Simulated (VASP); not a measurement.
Crystal: RbHg.

```
Rb Hg
1.0
     3.46123    0.00000    0.00000
    -1.73062    2.99752    0.00000
     0.00000    0.00000    6.50813
Rb Hg
1 1
Cartesian
  0.0000 0.0000 3.2541
  0.0000 0.0000 0.0000
```

The cell was generated, and may not be a known phase.

```yaml
Program: VASP 6.6.1
Task: relaxation of cell and atoms
Functional: PBE
Potentials_or_basis: VASP PAW PBE potentials, release 64 (Rb_sv, Hg_sv_GW)
Cutoff: 550 eV
k_mesh: 6 × 6 × 4
Occupations: gaussian, width 0.1 eV
Spin: no spin polarisation
```

At the start: pressure 5.5 GPa; volume 33.76 Å³/atom.

Where does the relaxation end?

Over 11 steps the energy falls by 231.3 meV/atom and the volume is 56.25 Å³/atom (+66.6 %); space group P6/mmm (No. 191, to 0.1 Å) before and after.

Step by step:
| step | energy change (eV) | largest force (eV/Å) | pressure (GPa) | volume (Å³) |
| --- | --- | --- | --- | --- |
| 1 | 0.0000 | 0.0000 | 5.49 | 67.52 |
| 2 | -0.2913 | 0.0000 | 2.48 | 79.47 |
| 3 | -0.4217 | 0.0000 | 0.50 | 94.87 |
| 4 | -0.4338 | 0.0000 | 0.16 | 100.46 |
| 5 | -0.4364 | 0.0000 | 0.01 | 104.48 |
| 6 | -0.4365 | 0.0000 | -0.02 | 105.54 |
| 7 | -0.4534 | 0.0000 | 0.04 | 106.32 |
| 8 | -0.4588 | 0.0000 | 0.14 | 106.97 |
| 9 | -0.4588 | 0.0000 | 0.15 | 107.02 |
| 10 | -0.4600 | 0.0000 | 0.13 | 108.37 |
| 11 | -0.4625 | 0.0000 | 0.07 | 112.49 |

Final structure:
```yaml
crystal:
  lattice:
    - [4.22540, 0.00000, 0.00000]
    - [-2.11270, 3.65930, 0.00000]
    - [0.00000, 0.00000, 7.27526]
  atoms:
    - { symbol: Rb, position: [0.00000, 0.00000, 0.50000] }
    - { symbol: Hg, position: [0.00000, 0.00000, 0.00000] }
```

Caveat: the volume moved by over 15 % at a fixed basis, so the end points are rough.
